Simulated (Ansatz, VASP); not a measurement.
# Two plane-wave programs on W

```xyz
1
Lattice="-1.6971 1.4975 1.5973 1.6971 -1.4975 1.5973 1.6971 1.4975 -1.5973" Properties=species:S:1:pos:R:3 pbc="T T T"
W     0.0000    0.0000    0.0000
```

Change from the starting cell: strain +0.0625 x Voigt [1, -1, 0, 0, 0, 0], atoms carried along.

Alike in both runs: task single point; functional PBE; k mesh 20 × 20 × 20; occupations gaussian, width 0.15 eV; no spin polarisation.

```csv
,VASP,Ansatz
version,VASP 6.6.1,Ansatz 0.2.0
potentials or method,"VASP PAW PBE potentials, release 64 (W_sv), cutoff 520 eV","scalar-relativistic, plane waves, PAW"
valence electrons in the cell,14,14
```

```csv
,VASP,Ansatz,Ansatz less VASP
gap on the k mesh at the Fermi level (eV),none,none,-
pressure (GPa),0.4,-0.2,-0.52
"traceless stress, the component that is largest in VASP (GPa)",18.55,18.55,-0.002
```

A gap of «none» marks a metal or a gap that the smearing closes.

Neither program's run includes spin-orbit coupling.
